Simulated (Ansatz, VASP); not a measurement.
## One calculation of CaO, two programs

```xyz
2
Lattice="0.0000 2.4936 2.4936 2.4936 0.0000 2.4936 2.4936 2.4936 0.0000" Properties=species:S:1:pos:R:3 pbc="T T T"
Ca    0.0000    0.0000    0.0000
O     2.4936    2.4936    2.4936
```

Alike in both runs: task single point; functional r2SCAN; k mesh 8 × 8 × 8; occupations gaussian, width 0.02 eV; no spin polarisation.

```csv
,VASP,Ansatz
version,VASP 6.6.1,Ansatz 0.2.0
potentials or method,"VASP PAW PBE potentials, release 64 (Ca_sv, O)","scalar-relativistic, plane waves, PAW"
plane-wave cutoff (eV),660,500
valence electrons in the cell,16,16
```

```csv
,VASP,Ansatz,Ansatz less VASP
gap on the k mesh at the Fermi level (eV),4.19,4.19,+0.004
pressure (GPa),-10.2,-10.7,-0.50
```

VASP's potentials were made for PBE, not for r2SCAN. With one functional, cell and mesh, what is left measures potentials, basis and numerics.
